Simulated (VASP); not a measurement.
# FePt (P4/mmm) in VASP: single point with PBEsol

Aim: the single point of FePt with PBEsol.

All numbers are computed with VASP 6.6.1; they aren't measurements. Logs are shortened: lines on timing, memory, paths and dates and some standing lists are left out, and cuts for length are marked.

## 1. The cell of the first run

The structure is tetragonal, space group P4/mmm (No. 123). Conventional cell: a = 2.687 Å, b = 2.687 Å, c = 3.717 Å, α = 90.00°, β = 90.00°, γ = 90.00°. Fe (site symmetry 4/mmm) has 8 Pt at 2.66 Å and 4 Fe at 2.69 Å within 3.5 Å. Within 3.5 Å of Pt (site symmetry 4/mmm) lie 8 Fe at 2.66 Å and 4 Pt at 2.69 Å.

## 2. Single point, PBEsol, collinear spin, ferromagnetic start

Input file POSCAR:

```
FePt
1.0
    2.6867834646      0.0000000000      0.0000000000
    0.0000000000      2.6867834646      0.0000000000
    0.0000000000      0.0000000000      3.7173957997
Fe Pt
1 1
Direct
    0.0000000000      0.0000000000      0.0000000000
    0.5000000000      0.5000000000      0.5000000000
```

Input file INCAR.step1:

```
SYSTEM = FePt
  PREC = Accurate
  ENCUT = 520
  EDIFF = 1E-7
  ISMEAR = 0
  SIGMA = 0.1
  LREAL = .False.
  LASPH = .True.
  NELM = 150
  ALGO = Normal
  ISIF = 2
  LWAVE = .False.
  LCHARG = .True.
  ISPIN = 2
  MAGMOM = 3.17 0.41
  LMAXMIX = 4
  GGA = PS
  NBANDS = 20
```

Input file KPOINTS.step1:

```
regular mesh
0
Gamma
  16 16 12
  0 0 0
```

Input file INCAR.step2:

```
SYSTEM = FePt
  PREC = Accurate
  ENCUT = 520
  EDIFF = 1E-7
  ISMEAR = -5
  SIGMA = 0.1
  LREAL = .False.
  LASPH = .True.
  NELM = 150
  ALGO = Normal
  ISIF = 2
  LWAVE = .False.
  LCHARG = .False.
  ISPIN = 2
  MAGMOM = 3.17 0.41
  LORBIT = 11
  LMAXMIX = 4
  GGA = PS
  NBANDS = 20
  NEDOS = 2001
  ICHARG = 11
```

Input file KPOINTS.step2:

```
regular mesh
0
Gamma
  24 24 18
  0 0 0
```

Potentials or basis: VASP PAW PBE potentials, release 64 (Fe, Pt).

Started as:

```bash
$ cat potpaw_PBE.64/Fe/POTCAR potpaw_PBE.64/Pt/POTCAR > POTCAR
$ cp INCAR.step1 INCAR
$ cp KPOINTS.step1 KPOINTS
$ mpirun -np 1 vasp_std > vasp.out
$ cp INCAR.step2 INCAR
$ cp KPOINTS.step2 KPOINTS
$ mpirun -np 1 vasp_std > vasp.out
```

OUTCAR:

```text
SYSTEM = FePt
   PREC = Accurate
   ENCUT = 520
   EDIFF = 1E-7
   ISMEAR = -5
   LREAL = .False.
   LASPH = .True.
   NELM = 150
   ISIF = 2
   ISPIN = 2
   LORBIT = 11
   GGA = PS
   ICHARG = 11

 ion  position               nearest neighbor table
   1  0.000  0.000  0.000-   2 2.66   2 2.66   2 2.66   2 2.66   2 2.66   2 2.66   2 2.66   2 2.66

   2  0.500  0.500  0.500-   1 2.66   1 2.66   1 2.66   1 2.66   1 2.66   1 2.66   1 2.66   1 2.66

  LATTYP: Found a simple tetragonal cell.
 ALAT       =     2.6867834646
 C/A-ratio  =     1.3835859304

  Lattice vectors:

 A1 = (   2.6867834646,   0.0000000000,   0.0000000000)
 A2 = (   0.0000000000,   2.6867834646,   0.0000000000)
 A3 = (   0.0000000000,   0.0000000000,   3.7173957997)

Analysis of symmetry for initial positions (statically):
=====================================================================
 Subroutine PRICEL returns:
 Original cell was already a primitive cell.

 Routine SETGRP: Setting up the symmetry group for a
 simple tetragonal supercell.

 Subroutine GETGRP returns: Found 16 space group operations
 (whereof 16 operations were pure point group operations)
 out of a pool of 16 trial point group operations.

The static configuration has the point symmetry D_4h.

Analysis of symmetry for dynamics (positions and initial velocities):
=====================================================================
 Subroutine PRICEL returns:
 Original cell was already a primitive cell.

 Routine SETGRP: Setting up the symmetry group for a
 simple tetragonal supercell.

 Subroutine GETGRP returns: Found 16 space group operations
 (whereof 16 operations were pure point group operations)
 out of a pool of 16 trial point group operations.

The dynamic configuration has the point symmetry D_4h.

Analysis of structural, dynamic, and magnetic symmetry:
=====================================================================
 Subroutine PRICEL returns:
 Original cell was already a primitive cell.

 Routine SETGRP: Setting up the symmetry group for a
 simple tetragonal supercell.

 Subroutine GETGRP returns: Found 16 space group operations
 (whereof 16 operations were pure point group operations)
 out of a pool of 16 trial point group operations.

The overall configuration has the point symmetry D_4h.

 Subroutine INISYM returns: Found 16 space group operations
 (whereof 16 operations are pure point group operations),
 and found     1 'primitive' translations

[... 117 lines left out ...]
  volume/ion in A,a.u.               =      13.42        90.55
  Fermi-wavevector in a.u.,A,eV,Ry     =   1.433060  2.708090 27.941743  2.053660
  Thomas-Fermi vector in A             =   2.552619
   LORBIT       =     11    0 simple, 1 ext, 2 COOP (PROOUT), +10 PAW based schemes
   GGA     = PS    functional components
   LHFCALC =     F    Hartree Fock is set to
   AEXX    =    0.0000 exact exchange contribution
   IVDW    =     0    specifies the selected vdW correction
   LEPSILON=     F    determine dielectric tensor
   LRPA    =     F    only Hartree local field effects (RPA)
 spin polarized calculation
 Fermi weights with tetrahedron method with Bloechl corrections
  energy-cutoff  :      520.00
  volume of cell :       26.84
 maximum number of plane-waves:       744
 NGX is ok and might be reduce to    20

 number of electron      18.0000011 magnetization       3.2054272

 Free energy of the ion-electron system (eV)
  ---------------------------------------------------
  ext. energy  EPLUGINS =         0.00000000
  ---------------------------------------------------
  free energy    TOTEN  =       -16.29215359 eV

  energy without entropy =      -16.29215359  energy(sigma->0) =      -16.29215359

 E-fermi :   8.9000     XC(G=0): -13.3667

 val. band max:        8.9499339387   @ k =   0.5000   0.0417   0.3889
 cond. band min:       8.8340866758   @ k =   0.3333   0.0417   0.5000
 fundamental gap:     -0.1158472629
 Fermi energy:         8.9000243335

 spin component 1

 k-point     1 :       0.0000    0.0000    0.0000
  band No.  band energies     occupation
      1      -0.9769      1.00000
      2       2.3346      1.00000
      3       2.4829      1.00000
      4       5.4519      1.00000
      5       5.4519      1.00000
      6       5.9414      1.00000
[... 541 lines left out ...]
     19      30.4223      0.00000
     20      31.3884      0.00000

 [... further k-points ...]

 spin component 2

 k-point     1 :       0.0000    0.0000    0.0000
  band No.  band energies     occupation
      1      -0.8000      1.00000
      2       2.8443      1.00000
      3       2.8848      1.00000
      4       6.4997      1.00000
      5       6.4997      1.00000
      6       8.0409      1.00000
[... 541 lines left out ...]
     19      30.7731      0.00000
     20      31.9075      0.00000

 [... further k-points ...]

------------------------ aborting loop because EDIFF is reached ----------------------------------------

  FORCE on cell =-STRESS in cart. coord.  units (eV):
  Direction    XX          YY          ZZ          XY          YZ          ZX
  --------------------------------------------------------------------------------------
  -------------------------------------------------------------------------------------
  Total       -0.0955528     -0.0955528     -0.0714617      0.0000000      0.0000000      0.0000000
  in kB       -5.7049218     -5.7049218     -4.2665766      0.0000000      0.0000000      0.0000000
  external PRESSURE =      -5.2254734 kB  Pullay stress =       0.0000000 kB

 VOLUME and BASIS-vectors are now :
 -----------------------------------------------------------------------------
  energy-cutoff  :      520.00
  volume of cell :       26.84
      direct lattice vectors                 reciprocal lattice vectors
     2.686783465  0.000000000  0.000000000     0.372192256  0.000000000  0.000000000
     0.000000000  2.686783465  0.000000000     0.000000000  0.372192256  0.000000000
     0.000000000  0.000000000  3.717395800     0.000000000  0.000000000  0.269005523

 POSITION                                       TOTAL-FORCE (eV/Angst)
 -----------------------------------------------------------------------------------
      0.00000      0.00000      0.00000         0.000000      0.000000      0.000000
      1.34339      1.34339      1.85870         0.000000      0.000000      0.000000
 -----------------------------------------------------------------------------------
    total drift:                                0.000000      0.000000      0.000000

  FREE ENERGIE OF THE ION-ELECTRON SYSTEM (eV)
  ---------------------------------------------------
  free  energy   TOTEN  =       -16.2921535887 eV

  energy  without entropy=      -16.2921535887  energy(sigma->0) =      -16.29215359

 total charge

# of ion       s       p       d       tot
------------------------------------------
    1        0.421   0.478   6.148   7.047
    2        0.723   0.702   8.065   9.490
--------------------------------------------------
tot          1.145   1.179  14.213  16.537

 magnetization (x)

# of ion       s       p       d       tot
------------------------------------------
    1        0.002  -0.006   2.853   2.849
    2       -0.024  -0.066   0.409   0.319
--------------------------------------------------
tot         -0.022  -0.072   3.262   3.168
```

OSZICAR.step1:

```text
N       E                     dE             d eps       ncg     rms          rms(c)
DAV:   1     0.929948805712E+02    0.92995E+02   -0.84762E+03 26848   0.101E+03
DAV:   2    -0.140132022097E+02   -0.10701E+03   -0.94473E+02 25736   0.220E+02
DAV:   3    -0.179024959291E+02   -0.38893E+01   -0.37743E+01 29436   0.476E+01
DAV:   4    -0.179461665893E+02   -0.43671E-01   -0.43640E-01 28324   0.426E+00
DAV:   5    -0.179472622567E+02   -0.10957E-02   -0.10956E-02 30104   0.760E-01    0.181E+01
DAV:   6    -0.190219653048E+02   -0.10747E+01   -0.10901E+01 28072   0.642E+01    0.240E+01
DAV:   7    -0.164732301856E+02    0.25487E+01   -0.90835E+00 32512   0.623E+01    0.898E+00
DAV:   8    -0.163786225621E+02    0.94608E-01   -0.35797E-01 31972   0.810E+00    0.412E+00
DAV:   9    -0.163091057653E+02    0.69517E-01   -0.88557E-02 36980   0.533E+00    0.181E+00
DAV:  10    -0.162965330727E+02    0.12573E-01   -0.25546E-02 38272   0.269E+00    0.615E-01
DAV:  11    -0.162959684964E+02    0.56458E-03   -0.17033E-03 33600   0.494E-01    0.241E-01
DAV:  12    -0.162957990608E+02    0.16944E-03   -0.21337E-04 34444   0.202E-01    0.610E-02
DAV:  13    -0.162958030856E+02   -0.40249E-05   -0.29430E-05 34056   0.925E-02    0.413E-02
DAV:  14    -0.162957960493E+02    0.70363E-05   -0.52084E-06 37760   0.469E-02    0.986E-03
DAV:  15    -0.162957959271E+02    0.12218E-06   -0.10686E-06 35788   0.197E-02    0.290E-03
DAV:  16    -0.162957959622E+02   -0.35043E-07   -0.10535E-07 15248   0.475E-03
   1 F= -.16295796E+02 E0= -.16292513E+02  d E =-.656542E-02  mag=     3.2054
```

Wall time 21 min (1 thread of Intel Xeon 8259CL, shared host); peak memory 0.88 GiB.

What came out:

```
Net moment                                            : 3.21 μB per cell
Site moments                                          : Fe +2.85; Pt +0.32 μB
Valence electrons inside the program's atomic spheres : Fe 7.05; Pt 9.49
```

Caveat: the PAW data sets were made with another functional, which shifts forces and pressure a little; spin-orbit coupling is left out, which moves the levels of the heavy elements.
